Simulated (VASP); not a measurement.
# TlBr (Pm-3m) in VASP: single point with r2SCAN

Aim: the single point of TlBr with r2SCAN.

All numbers are computed with VASP 6.6.1; they aren't measurements. Logs are shortened: lines on timing, memory, paths and dates and some standing lists are left out, and cuts for length are marked.

**1. The cell of the first run**

The structure is cubic, space group Pm-3m (No. 221). The conventional cell has a = 3.980 Å, b = 3.980 Å, c = 3.980 Å, α = 90.00°, β = 90.00°, γ = 90.00°. Within 4.5 Å of Tl (site symmetry m-3m) lie 8 Br at 3.45 Å and 6 Tl at 3.98 Å. Within 4.5 Å of Br (site symmetry m-3m) lie 8 Tl at 3.45 Å and 6 Br at 3.98 Å.

**2. Single point, r2SCAN**

Input file POSCAR:

```
TlBr
1.0
    3.9800000000      0.0000000000      0.0000000000
    0.0000000000      3.9800000000      0.0000000000
    0.0000000000      0.0000000000      3.9800000000
Tl Br
1 1
Direct
    0.0000000000      0.0000000000      0.0000000000
    0.5000000000      0.5000000000      0.5000000000
```

Input file INCAR.step1:

```
SYSTEM = TlBr
  ALGO = Normal
  EDIFF = 1E-5
  ENCUT = 550
  GGA = PE
  GGA_COMPAT = .False.
  ISMEAR = 0
  LASPH = .True.
  LCHARG = .False.
  LREAL = .False.
  LWAVE = .True.
  NBANDS = 17
  NELM = 120
  PREC = Accurate
  SIGMA = 0.01
```

Input file INCAR.step2:

```
SYSTEM = TlBr
  ALGO = Normal
  EDIFF = 1E-6
  ENCUT = 550
  GGA_COMPAT = .False.
  ISIF = 2
  ISMEAR = 0
  ISTART = 1
  LASPH = .True.
  LCHARG = .False.
  LMIXTAU = .True.
  LREAL = .False.
  LWAVE = .False.
  METAGGA = R2SCAN
  NBANDS = 17
  NELM = 120
  PREC = Accurate
  SIGMA = 0.01
```

Input file KPOINTS:

```
k-points
0
Gamma
  5 5 5
  0 0 0
```

Potentials or basis: VASP PAW PBE potentials, release 64 (Tl_d, Br).

The run is started by

```
cat potpaw_PBE.64/Tl_d/POTCAR potpaw_PBE.64/Br/POTCAR > POTCAR
cp INCAR.step1 INCAR
mpirun -np 1 vasp_std > vasp.out
cp INCAR.step2 INCAR
mpirun -np 1 vasp_std > vasp.out
```

OUTCAR:

```text
SYSTEM = TlBr
   EDIFF = 1E-6
   ENCUT = 550
   ISIF = 2
   ISMEAR = 0
   ISTART = 1
   LASPH = .True.
   LREAL = .False.
   METAGGA = R2SCAN
   NELM = 120
   PREC = Accurate

 ion  position               nearest neighbor table
   1  0.000  0.000  0.000-   2 3.45   2 3.45   2 3.45   2 3.45   2 3.45   2 3.45   2 3.45   2 3.45

   2  0.500  0.500  0.500-   1 3.45   1 3.45   1 3.45   1 3.45   1 3.45   1 3.45   1 3.45   1 3.45

  LATTYP: Found a simple cubic cell.
 ALAT       =     3.9800000000

  Lattice vectors:

 A1 = (   3.9800000000,   0.0000000000,   0.0000000000)
 A2 = (   0.0000000000,   3.9800000000,   0.0000000000)
 A3 = (   0.0000000000,   0.0000000000,   3.9800000000)

Analysis of symmetry for initial positions (statically):
=====================================================================
 Subroutine PRICEL returns:
 Original cell was already a primitive cell.

 Routine SETGRP: Setting up the symmetry group for a
 simple cubic supercell.

 Subroutine GETGRP returns: Found 48 space group operations
 (whereof 48 operations were pure point group operations)
 out of a pool of 48 trial point group operations.

The static configuration has the point symmetry O_h .

Analysis of symmetry for dynamics (positions and initial velocities):
=====================================================================
 Subroutine PRICEL returns:
 Original cell was already a primitive cell.

 Routine SETGRP: Setting up the symmetry group for a
 simple cubic supercell.

 Subroutine GETGRP returns: Found 48 space group operations
 (whereof 48 operations were pure point group operations)
 out of a pool of 48 trial point group operations.

The dynamic configuration has the point symmetry O_h .

 Subroutine INISYM returns: Found 48 space group operations
 (whereof 48 operations are pure point group operations),
 and found     1 'primitive' translations

----------------------------------------------------------------------------------------

                                     Primitive cell

  volume of cell :      63.0448

  direct lattice vectors                    reciprocal lattice vectors
     3.980000000  0.000000000  0.000000000     0.251256281  0.000000000  0.000000000
[... 66 lines left out ...]
   LNONCOLLINEAR =      F non collinear calculations
   LSORBIT =      F    spin-orbit coupling
   LASPH  =      T    aspherical Exc in radial PAW
   ENCUT  =  550.0 eV  40.42 Ry    6.36 a.u.   7.61  7.61  7.61*2*pi/ulx,y,z
   NELM   =    120;   NELMIN=  2; NELMDL=  0     # of ELM steps
   EDIFF  = 0.1E-05   stopping-criterion for ELM
   LREAL  =      F    real-space projection
   EDIFFG = 0.1E-04   stopping-criterion for IOM
   NSW    =      0    number of steps for IOM
   IBRION =     -1    ionic relax: 0-MD 1-quasi-New 2-CG
   NFREE  =      0    steps in history (QN), initial steepest desc. (CG)
   ISIF   =      2    stress and relaxation
   ISYM   =      2    0-nonsym 1-usesym 2-fastsym
   POTIM  = 0.5000    time-step for ionic-motion
   TEBEG  =    0.0;   TEEND  =   0.0 temperature during run
   PSTRESS=    0.0 pullay stress
   NELECT =      20.0000    total number of electrons
   NUPDOWN=      -1.0000    fix difference up-down
   EMIN   =  10.00;   EMAX   =-10.00  energy-range for DOS
   EFERMI =   0.00;   METHOD = LEGACY
   ISMEAR =     0;   SIGMA  =   0.01  broadening in eV -4-tet -1-fermi 0-gaus
   EFERMI_NEDOS =   21; number of points for ismear=-14 and -15
   IALGO  =     38    algorithm
   IMIX   =      4    mixing-type and parameters
     AMIX     =   0.40;   BMIX     =  1.00
     AMIX_MAG =   1.60;   BMIX_MAG =  1.00
  volume/ion in A,a.u.               =      31.52       212.72
  Fermi-wavevector in a.u.,A,eV,Ry     =   1.116525  2.109926 16.961403  1.246628
  Thomas-Fermi vector in A             =   2.253140
   LORBIT       =      0    0 simple, 1 ext, 2 COOP (PROOUT), +10 PAW based schemes
   METAGGA = R2SCAN    functional components
   LHFCALC =     F    Hartree Fock is set to
   AEXX    =    0.0000 exact exchange contribution
   IVDW    =     0    specifies the selected vdW correction
   LEPSILON=     F    determine dielectric tensor
   LRPA    =     F    only Hartree local field effects (RPA)
 non-spin polarized calculation
 Gauss-broadening in eV      SIGMA  =   0.01
  energy-cutoff  :      550.00
  volume of cell :       63.04
 maximum number of plane-waves:      1863
   NGX = 15   NGY = 15   NGZ = 15

 number of electron      20.0000005 magnetization

 Free energy of the ion-electron system (eV)
  ---------------------------------------------------
  ext. energy  EPLUGINS =         0.00000000
  ---------------------------------------------------
  free energy    TOTEN  =       -68.38050953 eV

  energy without entropy =      -68.38050953  energy(sigma->0) =      -68.38050953

 E-fermi :   1.8688     XC(G=0):  -9.4271

 val. band max:        1.8157348403   @ k =   0.4000   0.0000   0.0000
 cond. band min:       4.8611186062   @ k =   0.4000   0.0000   0.0000
 fundamental gap:      3.0453837659
 Fermi energy:         1.8687816304

 k-point     1 :       0.0000    0.0000    0.0000
  band No.  band energies     occupation
      1     -12.1538      2.00000
      2      -8.3786      2.00000
      3      -8.3786      2.00000
      4      -8.1971      2.00000
      5      -8.1971      2.00000
      6      -8.1971      2.00000
[... 177 lines left out ...]
      4      -8.2778      2.00000
      5      -8.1709      2.00000
      6      -8.1709      2.00000
[... 9 lines left out ...]
     16      14.9055      0.00000
     17      18.9729      0.00000

------------------------ aborting loop because EDIFF is reached ----------------------------------------

  FORCE on cell =-STRESS in cart. coord.  units (eV):
  Direction    XX          YY          ZZ          XY          YZ          ZX
  --------------------------------------------------------------------------------------
  -------------------------------------------------------------------------------------
  Total        0.1116124      0.1116124      0.1116124      0.0000000      0.0000000     -0.0000000
  in kB        2.8364424      2.8364424      2.8364424      0.0000000      0.0000000     -0.0000000
  external PRESSURE =       2.8364424 kB  Pullay stress =       0.0000000 kB

 VOLUME and BASIS-vectors are now :
 -----------------------------------------------------------------------------
  energy-cutoff  :      550.00
  volume of cell :       63.04
      direct lattice vectors                 reciprocal lattice vectors
     3.980000000  0.000000000  0.000000000     0.251256281  0.000000000  0.000000000
     0.000000000  3.980000000  0.000000000     0.000000000  0.251256281  0.000000000
     0.000000000  0.000000000  3.980000000     0.000000000  0.000000000  0.251256281

 POSITION                                       TOTAL-FORCE (eV/Angst)
 -----------------------------------------------------------------------------------
      0.00000      0.00000      0.00000         0.000000      0.000000      0.000000
      1.99000      1.99000      1.99000         0.000000      0.000000      0.000000
 -----------------------------------------------------------------------------------
    total drift:                               -0.000000     -0.000000     -0.000000

  FREE ENERGIE OF THE ION-ELECTRON SYSTEM (eV)
  ---------------------------------------------------
  free  energy   TOTEN  =       -68.3805095290 eV

  energy  without entropy=      -68.3805095290  energy(sigma->0) =      -68.38050953
```

OUTCAR.step1:

```text
SYSTEM = TlBr
   EDIFF = 1E-5
   ENCUT = 550
   GGA = PE
   ISMEAR = 0
   LASPH = .True.
   LREAL = .False.
[... 404 lines left out ...]
      0.00000      0.00000      0.00000         0.000000      0.000000      0.000000
      1.99000      1.99000      1.99000         0.000000      0.000000      0.000000
 -----------------------------------------------------------------------------------
    total drift:                               -0.000000     -0.000000     -0.000000

  FREE ENERGIE OF THE ION-ELECTRON SYSTEM (eV)
  ---------------------------------------------------
  free  energy   TOTEN  =        -5.5324534154 eV

  energy  without entropy=       -5.5324534154  energy(sigma->0) =       -5.53245342
```

It took 52 s on 1 thread of AMD EPYC 7R13 (Zen 3), shared host; peak memory 0.14 GiB.

Results:

```yaml
Free_energy: -68.3805 eV
Pressure: 0.3 GPa
Band_gap_on_the_k_mesh: 3.05 eV, direct
```

Levels at points of the mesh, in eV from the valence-band top:
| k point | band 8 | band 9 | band 10 | band 11 | band 12 | band 13 |
| --- | --- | --- | --- | --- | --- | --- |
| (0.00, 0.00, 0.00) | -1.10 | -1.10 | -1.10 | 7.82 | 7.82 | 8.00 |

Caveat: the PAW data sets were made with another functional, which shifts forces and pressure a little; spin-orbit coupling is left out, which moves the levels of the heavy elements. r2SCAN opens gaps a little over a GGA but as a rule still falls short of measured ones.
